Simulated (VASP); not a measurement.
The system is Hf2TaO3.

```
CELL_PARAMETERS angstrom
2.58301 1.49130 3.84878
-2.58301 1.49130 3.84878
0.00000 -2.98261 3.84878
ATOMIC_POSITIONS crystal
Hf 0.62699 0.62699 0.62699
Hf 0.37301 0.37301 0.37301
Ta 0.00000 0.00000 0.00000
O 0.00000 0.50000 0.00000
O 0.50000 0.00000 0.00000
O 0.00000 0.00000 0.50000
```

The cell was built from a structure type or drawn by symmetry, and may not be a known phase.

```yaml
Program: VASP 6.6.1
Task: relaxation of cell and atoms
Functional: PBE
Potentials_or_basis: VASP PAW PBE potentials, release 64 (Hf_pv, Ta_pv, O)
Cutoff: 600 eV
k_mesh: 6 × 6 × 6
Occupations: gaussian, width 0.1 eV
Spin: no spin polarisation
```

At the start: pressure -20.5 GPa; volume 14.83 Å³/atom.

**Question.** Where does the relaxation end?

**Answer.** Over 18 steps the energy falls by 1003.8 meV/atom and the volume is 15.49 Å³/atom (+4.5 %); space group R-3m (No. 166, to 0.1 Å) before and after.

The path:
```
step  energy change (eV)  largest force (eV/Å)  pressure (GPa)  volume (Å³)
   1              0.0000                2.4655          -20.50        88.95
   2             -2.2824                6.0708           34.25        65.81
   3             -2.8581                5.6800           10.31        71.53
   4             -4.1135                0.6850           32.64        68.78
   5             -4.3420                1.6871           23.58        69.52
   6             -5.1049                1.1908          -11.48        85.25
   7             -5.2307                0.9136           -3.78        80.00
   8             -5.3994                0.5142            0.61        78.84
   9             -5.4598                0.0621           10.38        76.98
  10             -5.4710                0.0954            7.62        77.47
  11             -5.5454                0.3231            6.70        78.45
  12             -5.6867                0.7981            5.12        81.35
  13             -5.6965                0.9464            4.94        82.24
  14             -5.8286                0.9660            2.26        85.16
  15             -5.9781                0.8297           -2.01        91.29
  16             -5.9911                0.7478           -3.17        93.48
  17             -6.0210                0.1868            0.70        92.79
  18             -6.0227                0.0025           -0.05        92.92
```

Final structure:
```yaml
crystal:
  lattice:
    - [2.64010, 1.52426, 3.84820]
    - [-2.64010, 1.52426, 3.84820]
    - [0.00000, -3.04852, 3.84820]
  atoms:
    - { symbol: Hf, position: [0.71734, 0.71734, 0.71734] }
    - { symbol: Hf, position: [0.28266, 0.28266, 0.28266] }
    - { symbol: Ta, position: [0.00000, 0.00000, 0.00000] }
    - { symbol: O, position: [0.00000, 0.50000, 0.00000] }
    - { symbol: O, position: [0.50000, 0.00000, 0.00000] }
    - { symbol: O, position: [0.00000, 0.00000, 0.50000] }
```

Caveat: an odd number of electrons without spin polarisation forces a metal; a magnetic or distorted state may lie lower.
